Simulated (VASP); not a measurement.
# AgBr (Fm-3m) in VASP: further runs, part 2 of 5

VASP 6.6.1. The steps go on from the part before.

### Step 3. Electric field gradients, LDA (volume scaled by 0.96)

INCAR

```
  PREC = Accurate
  ENCUT = 400
  EDIFF = 1E-8
  ISMEAR = -1
  SIGMA = 0.03
  LREAL = False
  LASPH = True
  NELM = 120
  ALGO = Normal
  ISIF = 2
  LWAVE = False
  LCHARG = False
  GGA = CA
  LEFG = True
  NBANDS = 16
  GGA_COMPAT = False
```

KPOINTS

```
Automatic mesh
0
Gamma
  7 7 7
```

POSCAR

```
AgBr
1.0
    0.0000000000      2.8470445428      2.8470445428
    2.8470445428      0.0000000000      2.8470445428
    2.8470445428      2.8470445428      0.0000000000
Ag Br
1 1
Direct
    0.5000000000      0.5000000000      0.5000000000
    0.0000000000      0.0000000000      0.0000000000
```

Potentials or basis: VASP PAW LDA potentials, release 64 (Ag, Br).

Run with:

```sh
> cat potpaw_LDA.64/Ag/POTCAR potpaw_LDA.64/Br/POTCAR > POTCAR
> mpirun -np 1 vasp_std > vasp.out
```

OUTCAR:

```text
PREC = Accurate
   ENCUT = 400
   EDIFF = 1E-8
   ISMEAR = -1
   LREAL = False
   LASPH = True
   NELM = 120
   ISIF = 2
   GGA = CA

 ion  position               nearest neighbor table
   1  0.500  0.500  0.500-   2 2.85   2 2.85   2 2.85   2 2.85   2 2.85   2 2.85
   2  0.000  0.000  0.000-   1 2.85   1 2.85   1 2.85   1 2.85   1 2.85   1 2.85

  LATTYP: Found a face centered cubic cell.
 ALAT       =     5.6940890856

  Lattice vectors:

 A1 = (   0.0000000000,   2.8470445428,   2.8470445428)
 A2 = (   2.8470445428,   0.0000000000,   2.8470445428)
 A3 = (   2.8470445428,   2.8470445428,   0.0000000000)

Analysis of symmetry for initial positions (statically):
=====================================================================
 Subroutine PRICEL returns:
 Original cell was already a primitive cell.

 Routine SETGRP: Setting up the symmetry group for a
 face centered cubic supercell.

 Subroutine GETGRP returns: Found 48 space group operations
 (whereof 48 operations were pure point group operations)
 out of a pool of 48 trial point group operations.

The static configuration has the point symmetry O_h .

Analysis of symmetry for dynamics (positions and initial velocities):
=====================================================================
 Subroutine PRICEL returns:
 Original cell was already a primitive cell.

 Routine SETGRP: Setting up the symmetry group for a
 face centered cubic supercell.

 Subroutine GETGRP returns: Found 48 space group operations
 (whereof 48 operations were pure point group operations)
 out of a pool of 48 trial point group operations.

The dynamic configuration has the point symmetry O_h .

 Subroutine INISYM returns: Found 48 space group operations
 (whereof 48 operations are pure point group operations),
 and found     1 'primitive' translations

----------------------------------------------------------------------------------------

                                     Primitive cell

  volume of cell :      46.1544

  direct lattice vectors                    reciprocal lattice vectors
     0.000000000  2.847044543  2.847044543    -0.175620716  0.175620716  0.175620716
     2.847044543  0.000000000  2.847044543     0.175620716 -0.175620716  0.175620716
     2.847044543  2.847044543  0.000000000     0.175620716  0.175620716 -0.175620716

  length of vectors
     4.026329005  4.026329005  4.026329005     0.304184002  0.304184002  0.304184002

  position of ions in fractional coordinates (direct lattice)
     0.500000000  0.500000000  0.500000000
     0.000000000  0.000000000  0.000000000

  ion indices of the primitive-cell ions
   primitive index   ion index
                 1           1
                 2           2

----------------------------------------------------------------------------------------

 KPOINTS: Automatic mesh

Automatic generation of k-mesh.
 Grid dimensions read from file:
[... 66 lines left out ...]
   ISIF   =      2    stress and relaxation
   ISYM   =      2    0-nonsym 1-usesym 2-fastsym
   POTIM  = 0.5000    time-step for ionic-motion
   TEBEG  =    0.0;   TEEND  =   0.0 temperature during run
   PSTRESS=    0.0 pullay stress
   NELECT =      18.0000    total number of electrons
   NUPDOWN=      -1.0000    fix difference up-down
   EMIN   =  10.00;   EMAX   =-10.00  energy-range for DOS
   EFERMI =   0.00;   METHOD = LEGACY
   ISMEAR =    -1;   SIGMA  =   0.03  broadening in eV -4-tet -1-fermi 0-gaus
   EFERMI_NEDOS =   21; number of points for ismear=-14 and -15
   IALGO  =     38    algorithm
   IMIX   =      4    mixing-type and parameters
     AMIX     =   0.40;   BMIX     =  1.00
     AMIX_MAG =   1.60;   BMIX_MAG =  1.00
  volume/ion in A,a.u.               =      23.08       155.73
  Fermi-wavevector in a.u.,A,eV,Ry     =   1.196083  2.260270 19.464700  1.430615
  Thomas-Fermi vector in A             =   2.332032
   LORBIT       =      0    0 simple, 1 ext, 2 COOP (PROOUT), +10 PAW based schemes
   GGA     = CA    functional components
   LHFCALC =     F    Hartree Fock is set to
   AEXX    =    0.0000 exact exchange contribution
   IVDW    =     0    specifies the selected vdW correction
   LEPSILON=     F    determine dielectric tensor
   LRPA    =     F    only Hartree local field effects (RPA)
 non-spin polarized calculation
  energy-cutoff  :      400.00
  volume of cell :       46.15
 maximum number of plane-waves:       869
 NGX is ok and might be reduce to    28
   NGX = 13   NGY = 13   NGZ = 13

 number of electron      18.0000005 magnetization

 Free energy of the ion-electron system (eV)
  ---------------------------------------------------
  ext. energy  EPLUGINS =         0.00000000
  ---------------------------------------------------
  free energy    TOTEN  =        -6.38519212 eV

  energy without entropy =       -6.38518668  energy(sigma->0) =       -6.38518940

 E-fermi :   4.0180     XC(G=0): -10.3929

 val. band max:        3.7241149477   @ k =   0.4286   0.0000   0.0000
 cond. band min:       4.2095275164   @ k =   0.0000   0.0000   0.0000
 fundamental gap:      0.4854125687
 Fermi energy:         4.0179753737

 k-point     1 :       0.0000    0.0000    0.0000
  band No.  band energies     occupation
      1     -11.4547      2.00000
      2       0.8274      2.00000
      3       0.8274      2.00000
      4       0.8277      2.00000
      5       0.8277      2.00000
      6       0.8277      2.00000
[... 357 lines left out ...]
      3      -0.4549      2.00000
      4      -0.3220      2.00000
      5       1.1265      2.00000
      6       1.2265      2.00000
[... 8 lines left out ...]
     15      16.4931      0.00000
     16      19.0981      0.00000

------------------------ aborting loop because EDIFF is reached ----------------------------------------

  FORCE on cell =-STRESS in cart. coord.  units (eV):
  Direction    XX          YY          ZZ          XY          YZ          ZX
  --------------------------------------------------------------------------------------
  -------------------------------------------------------------------------------------
  Total       -0.9511734     -0.9511734     -0.9511734      0.0000000      0.0000000      0.0000000
  in kB      -33.0185131    -33.0185131    -33.0185131      0.0000000      0.0000000      0.0000000
  external PRESSURE =     -33.0185131 kB  Pullay stress =       0.0000000 kB

 VOLUME and BASIS-vectors are now :
 -----------------------------------------------------------------------------
  energy-cutoff  :      400.00
  volume of cell :       46.15
      direct lattice vectors                 reciprocal lattice vectors
     0.000000000  2.847044543  2.847044543    -0.175620716  0.175620716  0.175620716
     2.847044543  0.000000000  2.847044543     0.175620716 -0.175620716  0.175620716
     2.847044543  2.847044543  0.000000000     0.175620716  0.175620716 -0.175620716

 POSITION                                       TOTAL-FORCE (eV/Angst)
 -----------------------------------------------------------------------------------
      2.84704      2.84704      2.84704         0.000000      0.000000     -0.000000
      0.00000      0.00000      0.00000        -0.000000     -0.000000      0.000000
 -----------------------------------------------------------------------------------
    total drift:                                0.000000      0.000000      0.000000

  FREE ENERGIE OF THE ION-ELECTRON SYSTEM (eV)
  ---------------------------------------------------
  free  energy   TOTEN  =        -6.3851921238 eV

  energy  without entropy=       -6.3851866786  energy(sigma->0) =       -6.38518940

 Electric field gradients (V/A^2)
---------------------------------------------------------------------
 ion       V_xx      V_yy      V_zz      V_xy      V_xz      V_yz
---------------------------------------------------------------------
   1      -0.000    -0.000     0.000    -0.002    -0.002    -0.002
   2      -0.000    -0.000    -0.000     0.000     0.000     0.000
---------------------------------------------------------------------

 Electric field gradients after diagonalization (V/A^2)
 (convention: |V_zz| > |V_xx| > |V_yy|)
----------------------------------------------------------------------
 ion       V_xx      V_yy      V_zz     asymmetry (V_yy - V_xx)/ V_zz
----------------------------------------------------------------------
   1       0.002     0.002    -0.003       0.000
   2      -0.000    -0.000     0.000       0.000
----------------------------------------------------------------------

           NMR quadrupolar parameters

 Cq : quadrupolar parameter    Cq=e*Q*V_zz/h
 eta: asymmetry parameters     (V_yy - V_xx)/ V_zz
 Q  : nuclear electric quadrupole moment in mb (millibarn)
----------------------------------------------------------------------
 ion       Cq(MHz)       eta       Q (mb)
----------------------------------------------------------------------
   1      -0.000       0.000       1.000
   2       0.000       0.000       1.000
----------------------------------------------------------------------
```

OSZICAR:

```text
N       E                     dE             d eps       ncg     rms          rms(c)
DAV:   1     0.734979416826E+02    0.73498E+02   -0.72345E+03   640   0.816E+02
DAV:   2    -0.441860243053E+01   -0.77917E+02   -0.71970E+02   776   0.187E+02
DAV:   3    -0.649128586947E+01   -0.20727E+01   -0.20681E+01   824   0.314E+01
DAV:   4    -0.649870868735E+01   -0.74228E-02   -0.74225E-02   776   0.217E+00
DAV:   5    -0.649877212636E+01   -0.63439E-04   -0.63439E-04   816   0.195E-01    0.661E+00
DAV:   6    -0.639272919150E+01    0.10604E+00   -0.20548E-01   792   0.635E+00    0.444E+00
DAV:   7    -0.638661522276E+01    0.61140E-02   -0.35733E-02   752   0.131E+00    0.166E+00
DAV:   8    -0.638528679552E+01    0.13284E-02   -0.24245E-03   752   0.471E-01    0.238E-01
DAV:   9    -0.638519041239E+01    0.96383E-04   -0.29128E-04   816   0.184E-01    0.455E-02
DAV:  10    -0.638519092984E+01   -0.51745E-06   -0.10198E-05   776   0.470E-02    0.154E-02
DAV:  11    -0.638519229315E+01   -0.13633E-05   -0.32465E-06   776   0.130E-02    0.494E-03
DAV:  12    -0.638519212510E+01    0.16805E-06   -0.22832E-07   744   0.443E-03    0.204E-03
DAV:  13    -0.638519212385E+01    0.12581E-08   -0.79438E-08   760   0.178E-03
   1 F= -.63851921E+01 E0= -.63851894E+01  d E =-.544523E-05
```

It took 8.2 s on 1 thread of AMD EPYC 9R45 (Zen 5), shared host; peak memory 0.11 GiB.

Results:

| Property | Result |
| --- | --- |
| Free energy | -6.3852 eV |
| Pressure | -3.3 GPa |
| Band gap on the k mesh | 0.49 eV, indirect (least direct gap 2.43 eV) |

Caveat: without QUAD_EFG the Cq values of the log hold for a quadrupole moment of 1 mb, not for the nuclei. A k mesh can miss the band edges.

(Continued in part 3 of 5.)
